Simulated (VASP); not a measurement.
# Fe3Cl (I4/mmm) in VASP: further runs, part 2 of 2

VASP 6.6.1. The steps go on from the part before.

### Step 3. Relaxation of cell and atoms, PBE, collinear spin, ferromagnetic start

This run uses another cell than the first one, of 14.70 Å³/atom, 1.067 times its volume.

Input file INCAR:

```
ALGO = Normal
EDIFF = 1E-7
EDIFFG = -0.04
ENCUT = 600
GGA = PE
IBRION = 2
ISIF = 3
ISMEAR = 0
ISPIN = 2
LASPH = T
LCHARG = F
LMAXMIX = 4
LORBIT = 11
LREAL = F
LWAVE = F
MAGMOM = 3.21 3.23 3.23 0.16
NELM = 150
NSW = 90
PREC = Accurate
SIGMA = 0.1
```

Input file KPOINTS:

```
k-points
0
Gamma
  6 6 6
```

Input file POSCAR:

```
Fe3Cl
1.0
   -1.8739905986      1.8739905986      4.1860569216
    1.8739905986     -1.8739905986      4.1860569216
    1.8739905986      1.8739905986     -4.1860569216
Fe Cl
3 1
Direct
    0.5000000000      0.5000000000      0.0000000000
    0.2500000000      0.7500000000      0.5000000000
    0.7500000000      0.2500000000      0.5000000000
    0.0000000000      0.0000000000      0.0000000000
```

Potentials or basis: VASP PAW PBE potentials, release 64 (Fe, Cl).

On the command line:

```
$ cat potpaw_PBE.64/Fe/POTCAR potpaw_PBE.64/Cl/POTCAR > POTCAR
$ mpirun -np 1 vasp_std > vasp.out
```

OUTCAR:

```text
EDIFF = 1E-7
   EDIFFG = -0.04
   ENCUT = 600
   GGA = PE
   IBRION = 2
   ISIF = 3
   ISMEAR = 0
   ISPIN = 2
   LASPH = T
   LORBIT = 11
   LREAL = F
   NELM = 150
   NSW = 90
   PREC = Accurate

 ion  position               nearest neighbor table
   1  0.500  0.500  0.000-   4 2.65   4 2.65   4 2.65   4 2.65   3 2.81   2 2.81   3 2.81   3 2.81
                             2 2.81   2 2.81   3 2.81   2 2.81
   2  0.250  0.750  0.500-   3 2.65   3 2.65   3 2.65   3 2.65   4 2.81   1 2.81   4 2.81   1 2.81
                             4 2.81   4 2.81   1 2.81   1 2.81
   3  0.750  0.250  0.500-   2 2.65   2 2.65   2 2.65   2 2.65   4 2.81   1 2.81   4 2.81   4 2.81
                             1 2.81   1 2.81   4 2.81   1 2.81
   4  0.000  0.000  0.000-   1 2.65   1 2.65   1 2.65   1 2.65   3 2.81   2 2.81   3 2.81   2 2.81
                             3 2.81   3 2.81   2 2.81   2 2.81

  LATTYP: Found a body centered tetragonal cell.
 ALAT       =     3.7479811972
 C/A-ratio  =     2.2337662338

  Lattice vectors:

 A1 = (  -1.8739905986,   1.8739905986,   4.1860569216)
 A2 = (   1.8739905986,  -1.8739905986,   4.1860569216)
 A3 = (   1.8739905986,   1.8739905986,  -4.1860569216)

Analysis of symmetry for initial positions (statically):
=====================================================================
 Subroutine PRICEL returns:
 Original cell was already a primitive cell.

 Routine SETGRP: Setting up the symmetry group for a
 body centered tetragonal supercell.

 Subroutine GETGRP returns: Found 16 space group operations
 (whereof 16 operations were pure point group operations)
 out of a pool of 16 trial point group operations.

The static configuration has the point symmetry D_4h.

Analysis of symmetry for dynamics (positions and initial velocities):
=====================================================================
 Subroutine PRICEL returns:
 Original cell was already a primitive cell.

 Routine SETGRP: Setting up the symmetry group for a
 body centered tetragonal supercell.

 Subroutine GETGRP returns: Found 16 space group operations
 (whereof 16 operations were pure point group operations)
 out of a pool of 16 trial point group operations.

The dynamic configuration has the point symmetry D_4h.

Analysis of structural, dynamic, and magnetic symmetry:
=====================================================================
 Subroutine PRICEL returns:
 Original cell was already a primitive cell.

 Routine SETGRP: Setting up the symmetry group for a
 body centered tetragonal supercell.

 Subroutine GETGRP returns: Found 16 space group operations
 (whereof 16 operations were pure point group operations)
 out of a pool of 16 trial point group operations.

The overall configuration has the point symmetry D_4h.

 Subroutine INISYM returns: Found 16 space group operations
 (whereof 16 operations are pure point group operations),
 and found     1 'primitive' translations

----------------------------------------------------------------------------------------

                                     Primitive cell

  volume of cell :      58.8031

  direct lattice vectors                    reciprocal lattice vectors
    -1.873990599  1.873990599  4.186056922     0.000000000  0.266810303  0.119444147
[... 80 lines left out ...]
 SYSTEM =  unknown system
   PREC   = accura    normal or accurate (medium, high low for compatibility)
   ISTART =      0    job   : 0-new  1-cont  2-samecut
   ICHARG =      2    charge: 1-file 2-atom 10-const
   ISPIN  =      2    spin polarized calculation?
   LNONCOLLINEAR =      F non collinear calculations
   LSORBIT =      F    spin-orbit coupling
   LASPH  =      T    aspherical Exc in radial PAW
   ENCUT  =  600.0 eV  44.10 Ry    6.64 a.u.   9.90  9.90  9.90*2*pi/ulx,y,z
   NELM   =    150;   NELMIN=  2; NELMDL= -5     # of ELM steps
   EDIFF  = 0.1E-06   stopping-criterion for ELM
   LREAL  =      F    real-space projection
   EDIFFG = -.4E-01   stopping-criterion for IOM
   NSW    =     90    number of steps for IOM
   IBRION =      2    ionic relax: 0-MD 1-quasi-New 2-CG
   NFREE  =      1    steps in history (QN), initial steepest desc. (CG)
   ISIF   =      3    stress and relaxation
   ISYM   =      2    0-nonsym 1-usesym 2-fastsym
   POTIM  = 0.5000    time-step for ionic-motion
   TEBEG  =    0.0;   TEEND  =   0.0 temperature during run
   PSTRESS=    0.0 pullay stress
   NELECT =      31.0000    total number of electrons
   NUPDOWN=      -1.0000    fix difference up-down
   EMIN   =  10.00;   EMAX   =-10.00  energy-range for DOS
   EFERMI =   0.00;   METHOD = LEGACY
   ISMEAR =     0;   SIGMA  =   0.10  broadening in eV -4-tet -1-fermi 0-gaus
   EFERMI_NEDOS =   21; number of points for ismear=-14 and -15
   IALGO  =     38    algorithm
   IMIX   =      4    mixing-type and parameters
     AMIX     =   0.40;   BMIX     =  1.00
     AMIX_MAG =   1.60;   BMIX_MAG =  1.00
  volume/ion in A,a.u.               =      14.70        99.21
  Fermi-wavevector in a.u.,A,eV,Ry     =   1.322499  2.499161 23.796646  1.749004
  Thomas-Fermi vector in A             =   2.452176
   LORBIT       =     11    0 simple, 1 ext, 2 COOP (PROOUT), +10 PAW based schemes
   GGA     = PE    functional components
   LHFCALC =     F    Hartree Fock is set to
   AEXX    =    0.0000 exact exchange contribution
   IVDW    =     0    specifies the selected vdW correction
   LEPSILON=     F    determine dielectric tensor
   LRPA    =     F    only Hartree local field effects (RPA)
 conjugate gradient relaxation of ions
 spin polarized calculation
 Gauss-broadening in eV      SIGMA  =   0.10
  energy-cutoff  :      600.00
  volume of cell :       58.80
 maximum number of plane-waves:      1985
   NGX = 19   NGY = 19   NGZ = 19

--------------------------------------- Ionic step        1  -------------------------------------------

 number of electron      31.0000002 magnetization       8.9271931

 Free energy of the ion-electron system (eV)
  ---------------------------------------------------
  ext. energy  EPLUGINS =         0.00000000
  ---------------------------------------------------
  free energy    TOTEN  =       -23.93686169 eV

  energy without entropy =      -23.92066995  energy(sigma->0) =      -23.92876582

------------------------ aborting loop because EDIFF is reached ----------------------------------------

  FORCE on cell =-STRESS in cart. coord.  units (eV):
  Direction    XX          YY          ZZ          XY          YZ          ZX
  --------------------------------------------------------------------------------------
  -------------------------------------------------------------------------------------
  Total       -2.5796053     -2.5796053     -1.4804523      0.0000000     -0.0000000      0.0000000
  in kB      -70.2852034    -70.2852034    -40.3371352      0.0000000     -0.0000000      0.0000000
  external PRESSURE =     -60.3025140 kB  Pullay stress =       0.0000000 kB
[... 177 lines left out ...]
--------------------------------------- Ionic step        6  -------------------------------------------

 number of electron      30.9999999 magnetization       8.8676059

 Free energy of the ion-electron system (eV)
  ---------------------------------------------------
  ext. energy  EPLUGINS =         0.00000000
  ---------------------------------------------------
  free energy    TOTEN  =       -24.04333014 eV

  energy without entropy =      -24.02798737  energy(sigma->0) =      -24.03565876

 E-fermi :   6.4734     XC(G=0): -11.9480

 val. band max:        6.4680201471   @ k =  -0.3333   0.3333   0.3333
 cond. band min:       6.5046211874   @ k =   0.5000  -0.0000   0.0000
 fundamental gap:      0.0366010403
 Fermi energy:         6.4734413600

 spin component 1

 k-point     1 :       0.0000    0.0000    0.0000
  band No.  band energies     occupation
      1     -12.0468      1.00000
      2      -0.6497      1.00000
      3       0.1881      1.00000
      4       0.1881      1.00000
      5       0.6363      1.00000
      6       2.4456      1.00000
[... 637 lines left out ...]
     23      12.2991      0.00000
     24      12.5119      0.00000

 [... further k-points ...]

 spin component 2

 k-point     1 :       0.0000    0.0000    0.0000
  band No.  band energies     occupation
      1     -11.8300      1.00000
      2      -0.3216      1.00000
      3       0.5555      1.00000
      4       0.5555      1.00000
      5       1.3031      1.00000
      6       4.4483      1.00000
[... 670 lines left out ...]
  FREE ENERGIE OF THE ION-ELECTRON SYSTEM (eV)
  ---------------------------------------------------
  free  energy   TOTEN  =       -24.0433301419 eV

  energy  without entropy=      -24.0279873713  energy(sigma->0) =      -24.03565876

 reached required accuracy - stopping structural energy minimisation

 total charge

# of ion       s       p       d       tot
------------------------------------------
    1        0.344   0.324   6.241   6.908
    2        0.425   0.336   6.209   6.970
    3        0.425   0.336   6.209   6.970
    4        1.644   3.357   0.000   5.001
--------------------------------------------------
tot          2.838   4.354  18.658  25.849

 magnetization (x)

# of ion       s       p       d       tot
------------------------------------------
    1       -0.007  -0.000   2.879   2.873
    2        0.017  -0.001   2.853   2.869
    3        0.017  -0.001   2.853   2.869
    4        0.021   0.150   0.000   0.171
--------------------------------------------------
tot          0.047   0.148   8.585   8.781
```

Run time: 14 min. Hardware: 1 thread of Intel Xeon 6975P-C, shared host; peak memory 0.33 GiB.

Results:

```
Free energy                                           : -24.0433 eV
Relaxed volume                                        : 13.72 Å³/atom
Relaxed cell                                          : a = 4.979 Å, b = 4.979 Å, c = 4.979 Å, α = 137.90°, β = 137.90°, γ = 61.05°
Space group after relaxing (to 0.05 Å)                : I4/mmm (No. 139)
Energy gained by relaxing                             : 26.6 meV/atom
Ionic steps                                           : 6
Pressure after relaxing                               : 0.3 GPa
Net moment                                            : 8.87 μB per cell
Site moments                                          : Fe +2.87; Cl +0.17 μB
Valence electrons inside the program's atomic spheres : Fe 6.91, 6.97; Cl 5.00
```

The path:
```csv
step,energy change (eV),largest force (eV/Å),pressure (GPa),volume (Å³)
1,0.0000,0.0000,-6.03,58.80
2,-0.0948,0.0000,0.40,54.22
3,-0.0949,0.0000,0.16,54.35
4,-0.0967,0.0000,0.16,54.41
5,-0.1013,0.0000,0.22,54.57
6,-0.1065,0.0000,0.31,54.87
```

Final structure:
```
Fe Cl
1.0
    -1.78843    1.78843    4.28910
     1.78843   -1.78843    4.28910
     1.78843    1.78843   -4.28910
Fe Cl
3 1
Cartesian
  0.0000 0.0000 4.2891
  1.7884 0.0000 2.1445
  0.0000 1.7884 2.1445
  1.7884 -1.7884 4.2891
```

Caveat: the k points lie up to 0.41 Å⁻¹ apart in the final cell; only a ferromagnetic start was run, and an antiferromagnetic order may lie lower in energy. With open d or f shells a metallic result of PBE can be an artefact of self-interaction; +U or a hybrid may open a gap.
